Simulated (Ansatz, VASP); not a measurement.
# Two plane-wave programs on As

INCAR

```
SYSTEM = As
PREC = Accurate ; ENCUT = 400
EDIFF = 1E-6 ; ISMEAR = 0
SIGMA = 0.05 ; LREAL = .False.
LASPH = .True. ; NELM = 120
ALGO = Normal ; ISIF = 2
LWAVE = .False. ; LCHARG = .True.
LDIPOL = .True. ; IDIPOL = 3
DIPOL = 0.5 0.5 0.375 ; GGA = PE
IVDW = 12 ; LELF = .True.
LVHAR = .True. ; LVACPOTAV = .True.
NBANDS = 38 ; GGA_COMPAT = .False.
NELMDL = -8
```

The input KPOINTS:

```
regular mesh
0
Gamma
  9 9 1
  0 0 0
```

The input POSCAR:

```
As
1.0
    3.5713380906      0.0000000000      0.0000000000
   -1.7856690453      3.0928695120      0.0000000000
    0.0000000000      0.0000000000     20.2952802043
As
4
Direct
    0.3333333333      0.6666666667      0.2905917062
    0.6666666667      0.3333333333      0.2217264287
    1.0000000000      0.3333333333      0.5289545203
    0.6666666667      0.6666666667      0.4600892428
```

Input for Ansatz:

```yaml
crystal:
  lattice:
    - [3.5713380906, 0.0, 0.0]
    - [-1.7856690453, 3.092869512, 0.0]
    - [0.0, 0.0, 20.2952802043]
  atoms:
    - { symbol: As, position: [0.3333333333, 0.6666666667, 0.2905917062] }
    - { symbol: As, position: [0.6666666667, 0.3333333333, 0.2217264287] }
    - { symbol: As, position: [1.0, 0.3333333333, 0.5289545203] }
    - { symbol: As, position: [0.6666666667, 0.6666666667, 0.4600892428] }
basis:
  ecutwfc: 420
kpoints:
  mp_grid: { grid: [9, 9, 1] }
hamiltonian:
  xc: pbe
  dispersion: d3bj
scf:
  occupations: { method: gaussian, width: 0.05 }
output:
  forces: true
  eigenvalues: true
efield:
  axis: 3
  dipole_correction: true
  ramp_width: 0.04
```

Alike in both runs: task single point; functional PBE; dispersion D3(BJ); k mesh 9 × 9 × 1; occupations gaussian, width 0.05 eV; no spin polarisation.

|  | VASP | Ansatz |
| --- | --- | --- |
| version | VASP 6.6.1 | Ansatz 0.2.0 |
| potentials or method | VASP PAW PBE potentials, release 64 (As_d), cutoff 400 eV | scalar-relativistic, plane waves, PAW |
| valence electrons in the cell | 60 | 60 |

```tsv
	VASP	Ansatz	Ansatz less VASP
gap on the k mesh at the Fermi level (eV)	1.07	1.08	+0.011
least direct gap on the mesh (eV)	1.59	1.61	+0.011
rms of the force components (eV/Å)	0.027	0.024	-0.0036
```

Atom by atom the forces differ by 0.015 eV/Å (rms over components).
